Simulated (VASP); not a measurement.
# SrCa (R-3m) in VASP: a series of runs, part 2 of 2

VASP 6.6.1.

## Step 3: Relaxation of volume and atoms at fixed shape, LDA

This run uses another cell than the first one, of 49.86 Å³/atom, 1.161 times its volume.

Contents of INCAR:

```
  PREC = Accurate
  ENCUT = 600
  EDIFF = 1E-6
  ISMEAR = 0
  SIGMA = 0.1
  LREAL = False
  LASPH = True
  NELM = 60
  ALGO = Normal
  ISIF = 8
  LWAVE = False
  LCHARG = False
  GGA = CA
  IBRION = 2
  NSW = 80
  EDIFFG = -0.01
```

Contents of KPOINTS:

```
Automatic mesh
0
Gamma
  6 6 6
```

Contents of POSCAR:

```
SrCa
1.0
    2.0673741400      1.1935990200      6.7349910300
   -2.0673741400      1.1935990200      6.7349910300
    0.0000000000     -2.3871980400      6.7349910300
Sr Ca
1 1
Direct
    0.4999999998      0.4999999998      0.4999999998
    0.0000000000      0.0000000000      0.0000000000
```

Potentials or basis: VASP PAW LDA potentials, release 64 (Sr_sv, Ca_sv).

Run with:

```sh
$ cat potpaw_LDA.64/Sr_sv/POTCAR potpaw_LDA.64/Ca_sv/POTCAR > POTCAR
$ mpirun -np 1 vasp_std > vasp.out
```

OUTCAR:

```text
PREC = Accurate
   ENCUT = 600
   EDIFF = 1E-6
   ISMEAR = 0
   LREAL = False
   LASPH = True
   NELM = 60
   ISIF = 8
   GGA = CA
   IBRION = 2
   NSW = 80
   EDIFFG = -0.01

 ion  position               nearest neighbor table
   1  0.500  0.500  0.500-   2 4.13   2 4.13   2 4.13   2 4.13   2 4.13   2 4.13
   2  0.000  0.000  0.000-   1 4.13   1 4.13   1 4.13   1 4.13   1 4.13   1 4.13

  LATTYP: Found a trigonal (rhomboedric) cell.
 ALAT       =     7.1455453696
 COS(alpha) =     0.8325838330

  Lattice vectors:

 A1 = (   2.0673741400,   1.1935990200,   6.7349910300)
 A2 = (  -2.0673741400,   1.1935990200,   6.7349910300)
 A3 = (   0.0000000000,  -2.3871980400,   6.7349910300)

Analysis of symmetry for initial positions (statically):
=====================================================================
[... 297 lines left out ...]
 Fermi energy:         2.0614262113

 k-point     1 :       0.0000    0.0000    0.0000
  band No.  band energies     occupation
      1     -39.5171      2.00000
      2     -33.9611      2.00000
      3     -20.8275      2.00000
      4     -20.7472      2.00000
      5     -20.7472      2.00000
      6     -16.0836      2.00000
      7     -15.9166      2.00000
      8     -15.9166      2.00000
      9      -1.9765      2.00000
     10       0.8686      2.00000
     11       2.2411      0.01108
     12       4.1698      0.00000
     13       4.1698      0.00000
     14       4.3525      0.00000
[... 377 lines left out ...]
      1     -39.5082      2.00000
      2     -33.9318      2.00000
      3     -20.8377      2.00000
      4     -20.8116      2.00000
      5     -20.7855      2.00000
      6     -16.2216      2.00000
      7     -16.0453      2.00000
      8     -16.0328      2.00000
      9       1.0302      2.00000
     10       1.3968      2.00000
     11       2.2598      0.00503
     12       2.4424      0.00000
     13       3.2452      0.00000
     14       3.7101      0.00000

 [... further k-points ...]
[... 5 lines left out ...]
  --------------------------------------------------------------------------------------
  -------------------------------------------------------------------------------------
  Total        0.0170883      0.0170883     -0.0249017      0.0000000     -0.0000000     -0.0000000
  in kB        0.3186014      0.3186014     -0.4642767      0.0000000     -0.0000000     -0.0000000
  external PRESSURE =       0.0576421 kB  Pullay stress =       0.0000000 kB
[... 17 lines left out ...]
  FREE ENERGIE OF THE ION-ELECTRON SYSTEM (eV)
  ---------------------------------------------------
  free  energy   TOTEN  =        -4.0420958257 eV

  energy  without entropy=       -4.0234928408  energy(sigma->0) =       -4.03279433

 reached required accuracy - stopping structural energy minimisation
```

CONTCAR:

```text
SrCa
   1.00000000000000
     1.9673629138193638    1.1358575114609575    6.4091793163902482
    -1.9673629138193638    1.1358575114609575    6.4091793163902482
     0.0000000000000000   -2.2717150229219150    6.4091793163902482
  Sr              Ca
     1     1
Direct
     0.4999999997999964    0.4999999997999964    0.4999999997999964
     0.0000000000000000    0.0000000000000000    0.0000000000000000

  0.00000000E+00  0.00000000E+00  0.00000000E+00
  0.00000000E+00  0.00000000E+00  0.00000000E+00
```

Run time: 6.6 min. Hardware: 1 thread of Intel Xeon Platinum 8259CL at 2.50GHz (Skylake/Cascade Lake), shared host; peak memory 0.41 GiB.

Results:

```yaml
Free_energy: -4.0421 eV
Relaxed_volume: 42.97 Å³/atom
Relaxed_cell: a = 6.800 Å, b = 6.800 Å, c = 6.800 Å, α = 33.63°, β = 33.63°, γ = 33.63°
Space_group_after_relaxing_to_0.05_Å: R-3m (No. 166)
Energy_gained_by_relaxing: 43.9 meV/atom
Ionic_steps: 4
Pressure_after_relaxing: 0.0 GPa
Band_gap_on_the_k_mesh: zero (band 10 reaches 2.07 eV, above the bottom of band 11 at 2.06 eV)
```

Stress tensor (GPa, compression positive):
```
 0.03  0.00  0.00
 0.00  0.03  0.00
 0.00  0.00 -0.05
```

The path:
| step | energy change (eV) | largest force (eV/Å) | pressure (GPa) | volume (Å³) |
| --- | --- | --- | --- | --- |
| 1 | 0.0000 | 0.0000 | -1.84 | 99.72 |
| 2 | -0.0707 | 0.0000 | -0.92 | 91.67 |
| 3 | -0.0877 | 0.0000 | -0.11 | 86.56 |
| 4 | -0.0879 | 0.0000 | 0.01 | 85.93 |

Final structure:
```
Sr Ca
1.0
     1.96736    1.13586    6.40918
    -1.96736    1.13586    6.40918
     0.00000   -2.27172    6.40918
Sr Ca
1 1
Direct
  0.50000 0.50000 0.50000
  0.00000 0.00000 0.00000
```

Levels at points of the mesh, in eV from the Fermi level:
```tsv
k point	band 6	band 7	band 8	band 9	band 10	band 11	band 12	band 13	band 14
(0.00, 0.00, 0.00)	-18.15	-17.98	-17.98	-4.04	-1.19	0.18	2.11	2.11	2.29
(0.50, 0.00, 0.00)	-18.33	-18.10	-18.06	-0.96	-0.65	0.05	0.56	1.23	1.36
(0.50, 0.50, 0.00)	-18.33	-18.09	-18.06	-1.23	-0.74	0.11	0.27	1.38	2.13
(0.50, 0.50, 0.50)	-18.15	-17.98	-17.98	-2.95	-2.94	1.25	1.34	2.28	2.28
```
